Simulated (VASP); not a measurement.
Write the native input for VASP 6.6.1 that does the following.

```yaml
Task: relaxation of cell and atoms
Functional: PBEsol
Potentials_or_basis: VASP PAW PBE potentials, release 64 (Cu)
Cutoff: 600 eV
k_mesh: 16 × 16 × 16
Occupations: fermi-dirac, width 0.1 eV
Spin: no spin polarisation
Target_pressure: 20 GPa
Dipole_correction: no
Further_INCAR_settings: ALGO = Normal; EDIFF = 1e-06; IBRION = 2; EDIFFG = -0.01; NSW = 80; ISIF = 3
```

The structure of Cu lies in POSCAR:

```
Cu
1.0
    0.0000000000      1.8075000000      1.8075000000
    1.8075000000      0.0000000000      1.8075000000
    1.8075000000      1.8075000000      0.0000000000
Cu
1
Direct
    0.0000000000      0.0000000000      0.0000000000
```

One way to write it, as run:

INCAR

```
SYSTEM = Cu
ALGO = Normal
EDIFF = 1E-6
EDIFFG = -0.01
ENCUT = 600
GGA = PS
IBRION = 2
ISIF = 3
ISMEAR = -1
LASPH = .True.
LCHARG = .False.
LREAL = .False.
LWAVE = .False.
NELM = 100
NSW = 80
PREC = Accurate
PSTRESS = 200.0
SIGMA = 0.1
```

KPOINTS

```
k-points
0
Gamma
  16 16 16
  0 0 0
```

Potentials or basis: VASP PAW PBE potentials, release 64 (Cu).

Command:

```console
$ cat potpaw_PBE.64/Cu/POTCAR > POTCAR
$ mpirun -np 1 vasp_std > vasp.out
```

Results of the run:

```yaml
Relaxed_volume: 10.33 Å³/atom
Relaxed_cell: a = 2.445 Å, b = 2.445 Å, c = 2.445 Å, α = 60.00°, β = 60.00°, γ = 60.00°
Space_group_after_relaxing_to_0.05_Å: Fm-3m (No. 225)
Energy_change_on_relaxing_the_enthalpy_is_what_falls: +50.6 meV/atom
Ionic_steps: 4
Pressure_after_relaxing: 19.9 GPa
```

Caveat: the cell is relaxed towards a set pressure, so the enthalpy falls and the energy may rise; the PAW data sets were made with another functional, which shifts forces and pressure a little.

Wall time 26 s on 1 thread of Intel(R) Xeon(R) Platinum 8488C (Sapphire Rapids) (shared host), peak memory 0.14 GiB.
